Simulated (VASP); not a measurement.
# Ge3P2 (P-3m1) in VASP: further runs, part 2 of 2

VASP 6.6.1. The steps go on from the part before.

### Step 4. Single point, PBE

This run uses another cell than the first one, of 19.40 Å³/atom.

The input, INCAR:

```
SYSTEM = Ge3P2
PREC = Accurate
ENCUT = 520
EDIFF = 1E-6
ISMEAR = 0
SIGMA = 0.1
LREAL = .FALSE.
LASPH = .TRUE.
NELM = 100
ALGO = Normal
ISIF = 2
LWAVE = .FALSE.
LCHARG = .FALSE.
GGA = PE
NBANDS = 34
```

The input, KPOINTS:

```
regular mesh
0
G
  12 12 8
  0 0 0
```

The input, POSCAR:

```
Ge3P2
1.0
    4.5159126366      0.0000000000      0.0000000000
   -2.2579563183      3.9108950646      0.0000000000
    0.0000000000      0.0000000000      5.4930929846
Ge P
3 2
Direct
    0.0000000000      0.0000000000      0.0000000000
    0.3333333333      0.6666666667      0.7045794934
    0.6666666667      0.3333333333      0.2954205066
    0.3333333333      0.6666666667      0.2333890221
    0.6666666667      0.3333333333      0.7666109779
```

Potentials or basis: VASP PAW PBE potentials, release 64 (Ge_d, P).

Command:

```
$ cat potpaw_PBE.64/Ge_d/POTCAR potpaw_PBE.64/P/POTCAR > POTCAR
$ mpirun -np 1 vasp_std > vasp.out
```

OUTCAR:

```text
SYSTEM = Ge3P2
   PREC = Accurate
   ENCUT = 520
   EDIFF = 1E-6
   ISMEAR = 0
   LREAL = .FALSE.
   LASPH = .TRUE.
   NELM = 100
   ISIF = 2
   GGA = PE

 ion  position               nearest neighbor table
   1  0.000  0.000  0.000-   4 2.91   5 2.91   5 2.91   4 2.91   5 2.91   4 2.91
   2  0.333  0.667  0.705-   4 2.59   5 2.63   5 2.63   5 2.63   4 2.90
   3  0.667  0.333  0.295-   5 2.59   4 2.63   4 2.63   4 2.63   5 2.90
   4  0.333  0.667  0.233-   2 2.59   3 2.63   3 2.63   3 2.63   2 2.90   1 2.91   1 2.91   1 2.91

   5  0.667  0.333  0.767-   3 2.59   2 2.63   2 2.63   2 2.63   3 2.90   1 2.91   1 2.91   1 2.91

  LATTYP: Found a hexagonal cell.
 ALAT       =     4.5159126366
 C/A-ratio  =     1.2163860169

  Lattice vectors:

 A1 = (   4.5159126366,   0.0000000000,   0.0000000000)
 A2 = (  -2.2579563183,   3.9108950646,   0.0000000000)
 A3 = (   0.0000000000,   0.0000000000,   5.4930929846)

Analysis of symmetry for initial positions (statically):
=====================================================================
 Subroutine PRICEL returns:
 Original cell was already a primitive cell.

 Routine SETGRP: Setting up the symmetry group for a
 hexagonal supercell.

 Subroutine GETGRP returns: Found 12 space group operations
 (whereof 12 operations were pure point group operations)
 out of a pool of 24 trial point group operations.

The static configuration has the point symmetry D_3d.

Analysis of symmetry for dynamics (positions and initial velocities):
=====================================================================
 Subroutine PRICEL returns:
 Original cell was already a primitive cell.

 Routine SETGRP: Setting up the symmetry group for a
 hexagonal supercell.

 Subroutine GETGRP returns: Found 12 space group operations
 (whereof 12 operations were pure point group operations)
[... 127 lines left out ...]
     AMIX     =   0.40;   BMIX     =  1.00
     AMIX_MAG =   1.60;   BMIX_MAG =  1.00
  volume/ion in A,a.u.               =      19.40       130.94
  Fermi-wavevector in a.u.,A,eV,Ry     =   1.329831  2.513016 24.061223  1.768450
  Thomas-Fermi vector in A             =   2.458964
   LORBIT       =      0    0 simple, 1 ext, 2 COOP (PROOUT), +10 PAW based schemes
   GGA     = PE    functional components
   LHFCALC =     F    Hartree Fock is set to
   AEXX    =    0.0000 exact exchange contribution
   IVDW    =     0    specifies the selected vdW correction
   LEPSILON=     F    determine dielectric tensor
   LRPA    =     F    only Hartree local field effects (RPA)
 non-spin polarized calculation
 Gauss-broadening in eV      SIGMA  =   0.10
  energy-cutoff  :      520.00
  volume of cell :       97.01
 maximum number of plane-waves:      2648
 NGX is ok and might be reduce to    36
   NGX = 17   NGY = 17   NGZ = 21

 number of electron      52.0000033 magnetization

 Free energy of the ion-electron system (eV)
  ---------------------------------------------------
  ext. energy  EPLUGINS =         0.00000000
  ---------------------------------------------------
  free energy    TOTEN  =       -22.82494620 eV

  energy without entropy =      -22.81482295  energy(sigma->0) =      -22.81988458

 E-fermi :   6.4886     XC(G=0): -10.5608

 val. band max:        6.4782372557   @ k =   0.0000   0.1667   0.2500
 cond. band min:       6.5084413508   @ k =   0.1667   0.1667   0.5000
 fundamental gap:      0.0302040950
 Fermi energy:         6.4886111523

 k-point     1 :       0.0000    0.0000    0.0000
  band No.  band energies     occupation
      1     -18.4877      2.00000
      2     -18.4877      2.00000
      3     -18.4747      2.00000
      4     -18.4747      2.00000
      5     -18.4716      2.00000
      6     -18.4037      2.00000
[... 877 lines left out ...]
     33      10.1468      0.00000
     34      11.4810      0.00000

 [... further k-points ...]

------------------------ aborting loop because EDIFF is reached ----------------------------------------

  FORCE on cell =-STRESS in cart. coord.  units (eV):
  Direction    XX          YY          ZZ          XY          YZ          ZX
  --------------------------------------------------------------------------------------
  -------------------------------------------------------------------------------------
  Total       -0.0108035     -0.0108035     -0.0359544      0.0000000     -0.0000000      0.0000000
  in kB       -0.1784169     -0.1784169     -0.5937778      0.0000000     -0.0000000      0.0000000
  external PRESSURE =      -0.3168706 kB  Pullay stress =       0.0000000 kB

 VOLUME and BASIS-vectors are now :
 -----------------------------------------------------------------------------
  energy-cutoff  :      520.00
  volume of cell :       97.01
      direct lattice vectors                 reciprocal lattice vectors
     4.515912637  0.000000000  0.000000000     0.221439182  0.127847971  0.000000000
    -2.257956318  3.910895065  0.000000000     0.000000000  0.255695943  0.000000000
     0.000000000  0.000000000  5.493092985     0.000000000  0.000000000  0.182046800

 POSITION                                       TOTAL-FORCE (eV/Angst)
 -----------------------------------------------------------------------------------
      0.00000      0.00000      0.00000         0.000000     -0.000000      0.000000
     -0.00000      2.60726      3.87032        -0.000000      0.000000     -0.011586
      2.25796      1.30363      1.62277         0.000000     -0.000000      0.011586
     -0.00000      2.60726      1.28203         0.000000     -0.000000      0.010303
      2.25796      1.30363      4.21107         0.000000      0.000000     -0.010303
 -----------------------------------------------------------------------------------
    total drift:                                0.000000      0.000000     -0.000000

  FREE ENERGIE OF THE ION-ELECTRON SYSTEM (eV)
  ---------------------------------------------------
  free  energy   TOTEN  =       -22.8249462026 eV

  energy  without entropy=      -22.8148229499  energy(sigma->0) =      -22.81988458
```

OSZICAR:

```text
N       E                     dE             d eps       ncg     rms          rms(c)
DAV:   1     0.456318450832E+03    0.45632E+03   -0.24950E+04 10434   0.366E+03
DAV:   2     0.591279263681E+02   -0.39719E+03   -0.38452E+03  8916   0.787E+02
DAV:   3    -0.186288174320E+02   -0.77757E+02   -0.76366E+02 10448   0.195E+02
DAV:   4    -0.229623658497E+02   -0.43335E+01   -0.42892E+01 10696   0.504E+01
DAV:   5    -0.230678752041E+02   -0.10551E+00   -0.10535E+00 10748   0.862E+00    0.563E+00
DAV:   6    -0.228359223932E+02    0.23195E+00   -0.48096E-01 12492   0.607E+00    0.334E+00
DAV:   7    -0.228272999705E+02    0.86224E-02   -0.16077E-01 10914   0.238E+00    0.110E+00
DAV:   8    -0.228246579204E+02    0.26421E-02   -0.21236E-02 11618   0.147E+00    0.244E-01
DAV:   9    -0.228247253012E+02   -0.67381E-04   -0.27658E-03 10974   0.510E-01    0.126E-01
DAV:  10    -0.228248740084E+02   -0.14871E-03   -0.47761E-04 10982   0.168E-01    0.513E-02
DAV:  11    -0.228249411295E+02   -0.67121E-04   -0.14836E-04 10326   0.887E-02    0.959E-03
DAV:  12    -0.228249443529E+02   -0.32233E-05   -0.23081E-05 10846   0.421E-02    0.982E-03
DAV:  13    -0.228249463452E+02   -0.19924E-05   -0.37150E-06  8216   0.908E-03    0.335E-03
DAV:  14    -0.228249462026E+02    0.14264E-06   -0.51070E-07  7054   0.771E-03
   1 F= -.22824946E+02 E0= -.22819885E+02  d E =-.101233E-01
```

It took 9 min on 1 thread of Intel Xeon 8259CL, shared host; peak memory 0.45 GiB.

What came out:

| Property | Result |
| --- | --- |
| Free energy | -22.8249 eV |
| Pressure | 0.0 GPa |
| Largest force | 0.012 eV/Å |
| Band gap on the k mesh | zero (bands 26 and 27 overlap by 2.73 eV) |

Forces on the atoms (eV/Å):
```
Ge   0.000  0.000  0.000
Ge   0.000  0.000 -0.012
Ge   0.000  0.000  0.012
P    0.000  0.000  0.010
P    0.000  0.000 -0.010
```

### Step 5. Overview

| task | cell | k mesh | cutoff (eV) | gap on the mesh (eV) | pressure (GPa) | relaxed volume (Å³/atom) | largest force (eV/Å) |
| --- | --- | --- | --- | --- | --- | --- | --- |
| relaxation of cell and atoms | relaxed from a = 4.318, b = 4.318, c = 5.214 Å, angles 90.0, 90.0, 120.0°, 5 atoms, atomic positions A | 6 × 6 × 4 | 600 | none | 0.0 | 19.45 | 0.01 |
| relaxation of cell and atoms | relaxed from a = 3.992, b = 3.992, c = 6.211 Å, angles 90.0, 90.0, 120.0°, 5 atoms, atomic positions B | 6 × 6 × 4 | 600 | none | -0.2 | 19.45 | 0.02 |
| single point | a = 4.516, b = 4.516, c = 5.493 Å, angles 90.0, 90.0, 120.0°, 5 atoms, atomic positions C | 12 × 12 × 8 | 520 | none | 0.0 | - | 0.01 |

Alike in all rows: level PBE; potentials or basis VASP PAW PBE potentials, release 64 (Ge_d, P); no spin polarisation; smearing gaussian 0.1 eV.

Caveats: the volume moved by over 15 % at a fixed basis, so the end points are rough (at least some runs).

Total energies depend on the potentials used, so only differences within one code and one set of settings carry meaning.
